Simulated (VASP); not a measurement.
Wanted: the native input for a VASP 6.6.1 run.

* Task: relaxation of cell and atoms
* Functional: PBE
* Potentials or basis: VASP PAW PBE potentials, release 64 (In_d, Te, O)
* Cutoff: 600 eV
* k mesh: 12 × 12 × 6
* Occupations: gaussian, width 0.1 eV
* Spin: no spin polarisation
* Dipole correction: no
* Further INCAR settings: ALGO = Normal; EDIFF = 1e-06; IBRION = 2; EDIFFG = -0.01; NSW = 100; ISIF = 3

The structure of In2Te2O lies in POSCAR:

```
In2Te2O
1.0
    4.5033493233      0.0000000000      0.0000000000
   -2.2516746617      3.9000149161      0.0000000000
    0.0000000000      0.0000000000      7.2559944260
In Te O
2 2 1
Direct
    0.6666666667      0.3333333333      0.3538149886
    0.3333333333      0.6666666667      0.6461850114
    0.6666666667      0.3333333333      0.8182031678
    0.3333333333      0.6666666667      0.1817968322
    0.0000000000      0.0000000000      0.0000000000
```

The cell was generated, and may not be a known phase.

One way to write it, as run:

INCAR

```
SYSTEM = In2Te2O
  ALGO = Normal
  EDIFF = 1E-6
  EDIFFG = -0.01
  ENCUT = 600
  GGA = PE
  IBRION = 2
  ISIF = 3
  ISMEAR = 0
  LASPH = .TRUE.
  LCHARG = .FALSE.
  LREAL = .FALSE.
  LWAVE = .FALSE.
  NELM = 80
  NSW = 100
  PREC = Accurate
  SIGMA = 0.1
```

KPOINTS

```
k-points
0
G
  12 12 6
  0 0 0
```

Potentials or basis: VASP PAW PBE potentials, release 64 (In_d, Te, O).

Run with:

```bash
$ cat potpaw_PBE.64/In_d/POTCAR potpaw_PBE.64/Te/POTCAR potpaw_PBE.64/O/POTCAR > POTCAR
$ mpirun -np 1 vasp_std > vasp.out
```

Results of the run:

```
Relaxed volume                        : 25.41 Å³/atom
Relaxed cell                          : a = 4.490 Å, b = 4.490 Å, c = 7.277 Å, α = 90.00°, β = 90.00°, γ = 120.00°
Space group after relaxing (to 0.1 Å) : P-3m1 (No. 164)
Energy gained by relaxing             : 0.1 meV/atom
Ionic steps                           : 9
Pressure after relaxing               : 0.0 GPa
Largest force after relaxing          : 0.010 eV/Å
Band gap on the k mesh                : zero (bands 22 and 23 overlap by 0.78 eV)
```

Caveat: spin-orbit coupling is left out, which moves the levels of the heavy elements.

Run time: 54 min on 1 thread of Intel Xeon 8259CL, with other jobs on the host, peak memory 0.58 GiB.
